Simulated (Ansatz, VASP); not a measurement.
# One calculation of HfO2, two programs

```
Hf O
1.0
     0.00000    2.54034    2.54034
     2.54034    0.00000    2.54034
     2.54034    2.54034    0.00000
Hf O
1 2
Direct
  0.00000 0.00000 0.00000
  0.25000 0.25000 0.25000
  0.75000 0.75000 0.75000
```

Change from the starting cell: volume scaled by 0.98, crystal datasets.

Alike in both runs: task electric field gradients; functional PBE; k mesh 9 × 9 × 9; occupations fermi-dirac, width 0.01 eV; no spin polarisation.

|  | VASP | Ansatz |
| --- | --- | --- |
| version | VASP 6.6.1 | Ansatz 0.2.0 |
| potentials or method | VASP PAW PBE potentials, release 64 (Hf_pv, O), cutoff 520 eV | all-electron PAW with datasets made for the crystal, scalar-relativistic |

Ansatz gave:

* gap on the k mesh at the Fermi level (eV): 3.87
* pressure (GPa): 2.5

Task: Which values does VASP return?

Result: gap on the k mesh at the Fermi level (eV): 3.89; pressure (GPa): -1.2.

Ansatz ran all-electron here, and VASP with PAW potentials.

Spin-orbit coupling is off throughout.
